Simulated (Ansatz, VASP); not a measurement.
**One calculation of HfB, two programs**

Contents of INCAR:

```
PREC = Accurate ; ENCUT = 600
EDIFF = 1E-6 ; ISMEAR = 0
SIGMA = 0.1 ; LREAL = F
LASPH = T ; NELM = 100
ALGO = Normal ; ISIF = 3
LWAVE = F ; LCHARG = F
GGA = PE ; IBRION = 2
NSW = 90 ; EDIFFG = -0.04
```

Contents of KPOINTS:

```
Automatic mesh
0
Gamma
  6 6 6
```

File POSCAR:

```
HfB
1.0
    2.3802001400      1.3742091900      1.4660514100
   -2.3802001400      1.3742091900      1.4660514100
    0.0000000000     -2.7484183900      1.4660514100
Hf B
1 1
Direct
    0.5000000000      0.5000000000      0.5000000000
    0.0000000000      0.0000000000      0.0000000000
```

Input for Ansatz:

```yaml
crystal:
  lattice:
    - [2.38020014, 1.37420919, 1.46605141]
    - [-2.38020014, 1.37420919, 1.46605141]
    - [0.0, -2.74841839, 1.46605141]
  atoms:
    - { symbol: Hf, position: [0.5, 0.5, 0.5] }
    - { symbol: B, position: [0.0, 0.0, 0.0] }
basis:
  ecutwfc: 420
kpoints:
  mp_grid: { grid: [6, 6, 6] }
hamiltonian:
  xc: pbe
scf:
  occupations: { method: gaussian, width: 0.1 }
  lower_state_search: "off"
output:
  forces: true
  stress: true
  eigenvalues: true
relax:
  adjacent_minimum: "off"
  f_tol: 0.04
  max_steps: 70
  cell: { stress_tol: 0.4 }
```

Alike in both runs: task relaxation of cell and atoms; functional PBE; k mesh 6 × 6 × 6; occupations gaussian, width 0.1 eV; no spin polarisation.

|  | VASP | Ansatz |
| --- | --- | --- |
| version | VASP 6.6.1 | Ansatz 0.2.0 |
| potentials or method | VASP PAW PBE potentials, release 64 (Hf_pv, B), cutoff 600 eV | scalar-relativistic, plane waves, PAW |
| valence electrons in the cell | 13 | 29 |

Ansatz gave:

| Property | Result |
| --- | --- |
| gap on the k mesh at the Fermi level, each at its own relaxed structure (eV) | none |
| relaxed volume (Å³/atom) | 13.60 |
| relaxed cell length with the largest relative difference (Å) | 3.018 |

Q: What did VASP give for the same quantities?

A: gap on the k mesh at the Fermi level, each at its own relaxed structure (eV): none; relaxed volume (Å³/atom): 13.55; relaxed cell length with the largest relative difference (Å): 3.014.

A gap of «none» marks a metal or a gap that the smearing closes. VASP's potentials hold 13 valence electrons a cell and Ansatz's 29, so a difference there can come from the potentials and not from the codes.

Neither program's run includes spin-orbit coupling.
